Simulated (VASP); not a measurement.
Crystal: C.

```
C
1.0
    -1.18262    1.18262    1.18262
     1.18262   -1.18262    1.18262
     1.18262    1.18262   -1.18262
C
1
Cartesian
  0.0000 0.0000 0.0000
```

| Item | Value |
| --- | --- |
| Program | VASP 6.6.1 |
| Task | relaxation of cell and atoms |
| Functional | LDA |
| Potentials or basis | VASP PAW LDA potentials, release 64 (C) |
| Cutoff | 600 eV |
| k mesh | 18 × 18 × 18 |
| Occupations | fermi-dirac, width 0.1 eV |
| Spin | no spin polarisation |

At the start: pressure -9.1 GPa; volume 6.62 Å³/atom.

**Question.** How do energy, volume and symmetry change on relaxing?

**Answer.** Over 3 steps the energy falls by 8.5 meV/atom and the volume is 6.33 Å³/atom (-4.4 %); space group Im-3m (No. 229, to 0.05 Å).

Step by step:
```
step  energy change (eV)  largest force (eV/Å)  pressure (GPa)  volume (Å³)
   1              0.0000                0.0000           -9.08         6.62
   2             -0.0081                0.0000            2.28         6.26
   3             -0.0085                0.0000           -0.01         6.33
```

Final structure:
```
C
1.0
    -1.16511    1.16511    1.16511
     1.16511   -1.16511    1.16511
     1.16511    1.16511   -1.16511
C
1
Direct
  0.00000 0.00000 0.00000
```
